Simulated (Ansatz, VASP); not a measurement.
**BN in VASP and in Ansatz**

```
B N
1.0
     0.00000    3.49532    2.16609
     1.25163    0.00000    2.16609
     1.25163    3.49532    0.00000
B N
1 1
Direct
  0.08248 0.00995 0.87706
  0.66665 0.66665 0.33335
```

Alike in both runs: task single point; functional PBEsol; k mesh 12 × 12 × 12; occupations gaussian, width 0.05 eV; no spin polarisation.

|  | VASP | Ansatz |
| --- | --- | --- |
| version | VASP 6.6.1 | Ansatz 0.2.0 |
| potentials or method | VASP PAW PBE potentials, release 64 (B, N), cutoff 520 eV | scalar-relativistic, plane waves, PAW |
| valence electrons in the cell | 8 | 8 |

VASP gave:

- gap on the k mesh at the Fermi level (eV): 2.18
- least direct gap on the mesh (eV): 3.18
- pressure (GPa): 22.6
- traceless stress, the component that is largest in VASP (GPa): 37.83
- rms of the force components (eV/Å): 7.115

Q: Estimate Ansatz's values.

A: gap on the k mesh at the Fermi level (eV): 2.19; least direct gap on the mesh (eV): 3.18; pressure (GPa): 22.4; traceless stress, the component that is largest in VASP (GPa): 37.38; rms of the force components (eV/Å): 7.091.

VASP's potentials were made for PBE, not for PBEsol. Atom by atom the forces differ by 0.025 eV/Å (rms over components). With one functional, cell and mesh, what is left measures potentials, basis and numerics.
